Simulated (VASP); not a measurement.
LiRh, 2 atoms in the cell. The structure is hexagonal, space group P-6m2 (No. 187). The conventional cell has a = 2.602 Å, b = 2.602 Å, c = 4.260 Å, α = 90.00°, β = 90.00°, γ = 120.00°. Li (site symmetry -6m2) has 6 Li at 2.60 Å and 6 Rh at 2.61 Å within 3.4 Å. Rh (site symmetry -6m2) has 6 Rh at 2.60 Å and 6 Li at 2.61 Å within 3.4 Å. 

```yaml
Program: VASP 6.6.1
Task: single point
Functional: LDA
Potentials_or_basis: VASP PAW LDA potentials, release 64 (Li_sv, Rh_pv)
Cutoff: 520 eV
k_mesh: 20 × 20 × 10
Occupations: gaussian, width 0.05 eV
Spin: no spin polarisation
Dipole_correction: no
Further_INCAR_settings: ALGO = Normal; EDIFF = 1e-06; NBANDS = 16
```

Potentials or basis: VASP PAW LDA potentials, release 64 (Li_sv, Rh_pv).

The run is started by

```bash
$ cat potpaw_LDA.64/Li_sv/POTCAR potpaw_LDA.64/Rh_pv/POTCAR > POTCAR
$ mpirun -np 1 vasp_std > vasp.out
```

Hardware: 1 thread of Intel(R) Xeon(R) 6975P-C (Granite Rapids) (shared host).

**Question.** Estimate the wall time of this run.

**Answer.** Run time: 32 s on 1 thread of Intel(R) Xeon(R) 6975P-C (Granite Rapids), with other jobs on the host, peak memory 0.2 GiB. Counts: scf iterations 12, k points 264.
